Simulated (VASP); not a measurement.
A run of VASP 6.6.1:

The input POSCAR:

```
SrTiO3
1.0
   -2.7589050186      2.7589050186      3.9136137928
    2.7589050186     -2.7589050186      3.9136137928
    2.7589050186      2.7589050186     -3.9136137928
Sr Ti O
2 2 6
Direct
    0.7500000000      0.2500000000      0.5000000000
    0.2500000000      0.7500000000      0.5000000000
    0.0000000000      0.0000000000      0.0000000000
    0.5000000000      0.5000000000      0.0000000000
    0.7669008901      0.2669008901      0.0338017802
    0.2669008901      0.2330991099      0.5000000000
    0.7330991099      0.7669008901      0.5000000000
    0.2330991099      0.7330991099      0.9661982198
    0.7500000000      0.7500000000      0.0000000000
    0.2500000000      0.2500000000      0.0000000000
```

The input INCAR.step1:

```
  PREC = Accurate
  ENCUT = 520
  ISMEAR = -1
  SIGMA = 0.02
  LREAL = False
  LASPH = True
  NELM = 60
  NBANDS = 51
  GGA = PE
  ALGO = Normal
  EDIFF = 1E-4
  LWAVE = True
  LCHARG = False
```

File INCAR.step2:

```
  PREC = Accurate
  ENCUT = 520
  EDIFF = 1E-6
  ISMEAR = -1
  SIGMA = 0.02
  LREAL = False
  LASPH = True
  NELM = 60
  ALGO = Normal
  ISIF = 2
  LWAVE = False
  LCHARG = False
  METAGGA = R2SCAN
  LMIXTAU = True
  NBANDS = 51
  ISTART = 1
```

KPOINTS

```
Automatic mesh
0
Gamma
  6 6 6
```

Potentials or basis: VASP PAW PBE potentials, release 64 (Sr_sv, Ti_sv, O).

Command:

```sh
$ cat potpaw_PBE.64/Sr_sv/POTCAR potpaw_PBE.64/Ti_sv/POTCAR potpaw_PBE.64/O/POTCAR > POTCAR
$ cp INCAR.step1 INCAR
$ mpirun -np 1 vasp_std > vasp.out
$ cp INCAR.step2 INCAR
$ mpirun -np 1 vasp_std > vasp.out
```

Hardware: 1 thread of Intel(R) Xeon(R) 6975P-C (Granite Rapids), on a shared host.

Estimate the wall time of this run.

Run time: 9.3 min on 1 thread of Intel(R) Xeon(R) 6975P-C (Granite Rapids), on a shared host, peak memory 0.38 GiB. Counts: k points 30.
